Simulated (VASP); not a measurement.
The system is C.

```
CELL_PARAMETERS angstrom
0.00000 1.80684 1.80684
1.80684 0.00000 1.80684
1.80684 1.80684 0.00000
ATOMIC_POSITIONS crystal
C 0.75000 0.75000 0.75000
C 0.50000 0.50000 0.50000
```

Base run:

```yaml
Program: VASP 6.6.1
Functional: PBE0
Potentials_or_basis: VASP PAW PBE potentials, release 64 (C)
Cutoff: 520 eV
k_mesh: 8 × 8 × 8
Occupations: fermi-dirac, width 0.05 eV
Spin: no spin polarisation
```

Its results: band gap on the k mesh 5.94 eV (least direct gap 7.59 eV); pressure -23.7 GPa.

Problem. The run is repeated on the same cell with these changes: functional from PBE0 to PBEsol-based screened hybrid with 25 % exact exchange; k mesh from 8 × 8 × 8 to 7 × 7 × 7. What comes out?

Solution. Band gap on the k mesh 5.23 eV (least direct gap 6.82 eV); pressure -27.5 GPa.

Several settings changed at once.

Caveats: some runs use coarse meshes; the PAW data sets were made with another functional, which shifts forces and pressure a little; the cell stands under tension (at least some runs); an odd mesh through Γ misses points on the zone boundary, where band edges can lie (at least some runs).
